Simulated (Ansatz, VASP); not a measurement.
In3O2: VASP beside Ansatz

INCAR

```
SYSTEM = In3O2
PREC     = Accurate       ! precision mode
ENCUT    = 520            ! plane-wave cutoff, eV
EDIFF    = 1E-7           ! SCF threshold, eV
ISMEAR   = 0              ! smearing method
SIGMA    = 0.1            ! smearing width, eV
LREAL    = .False.        ! projectors in reciprocal space
LASPH    = .True.         ! aspherical terms in the spheres
NELM     = 150            ! most SCF steps
ALGO     = Normal         ! electronic algorithm
ISIF     = 2              ! what is computed and relaxed
LWAVE    = .False.        ! write WAVECAR
LCHARG   = .True.         ! write CHGCAR
ISPIN    = 2              ! spin polarisation
MAGMOM   = 0 0 0 1 1      ! initial moments
LORBIT   = 11             ! projections on sites
GGA      = PE             ! functional
LELF     = .True.         ! ELF
LVHAR    = .True.       
NBANDS   = 38             ! bands
```

KPOINTS

```
regular mesh
0
Gamma
  6 6 6
  0 0 0
```

Contents of POSCAR:

```
In3O2
1.0
    1.7697070387      1.0217408352      8.2034898181
   -1.7697070387      1.0217408352      8.2034898181
    0.0000000000     -2.0434816703      8.2034898181
In O
3 2
Direct
    0.0000000000      0.0000000000      0.0000000000
    0.2095000000      0.2095000000      0.2095000000
    0.7905000000      0.7905000000      0.7905000000
    0.4000000000      0.4000000000      0.4000000000
    0.6000000000      0.6000000000      0.6000000000
```

Input for Ansatz:

```yaml
crystal:
  lattice:
    - [1.7697070387, 1.0217408352, 8.2034898181]
    - [-1.7697070387, 1.0217408352, 8.2034898181]
    - [0.0, -2.0434816703, 8.2034898181]
  atoms:
    - { symbol: In, position: [0.0, 0.0, 0.0] }
    - { symbol: In, position: [0.2095, 0.2095, 0.2095] }
    - { symbol: In, position: [0.7905, 0.7905, 0.7905] }
    - { symbol: O, position: [0.4, 0.4, 0.4], spin: 1.0 }
    - { symbol: O, position: [0.6, 0.6, 0.6], spin: 1.0 }
basis:
  ecutwfc: 420
kpoints:
  mp_grid: { grid: [6, 6, 6] }
hamiltonian:
  xc: pbe
scf:
  occupations: { method: gaussian, width: 0.1 }
  lower_state_search: "off"
output:
  forces: true
  stress: true
  eigenvalues: true
  populations: true
magnetization:
  spin_polarized: true
```

Alike in both runs: task single point; functional PBE; k mesh 6 × 6 × 6; occupations gaussian, width 0.1 eV; collinear spin.

|  | VASP | Ansatz |
| --- | --- | --- |
| version | VASP 6.6.1 | Ansatz 0.2.0 |
| potentials or method | VASP PAW PBE potentials, release 64 (In_d, O), cutoff 520 eV | scalar-relativistic, plane waves, PAW |
| valence electrons in the cell | 51 | 51 |

VASP gave:

```
gap on the k mesh at the Fermi level (eV)                     : none
pressure (GPa)                                                : -1.1
traceless stress, the component that is largest in VASP (GPa) : 0.08
rms of the force components (eV/Å)                            : 0.808
net moment per atom (μB)                                      : 0.00
```

Task: What did Ansatz give for the same quantities?

Result: gap on the k mesh at the Fermi level (eV): none; pressure (GPa): -1.1; traceless stress, the component that is largest in VASP (GPa): 0.08; rms of the force components (eV/Å): 0.815; net moment per atom (μB): 0.00.

Atom by atom the forces differ by 0.006 eV/Å (rms over components). A gap of «none» marks a metal or a gap that the smearing closes. With one functional, cell and mesh, what is left measures potentials, basis and numerics. Ansatz's warnings: seeded moment not kept.
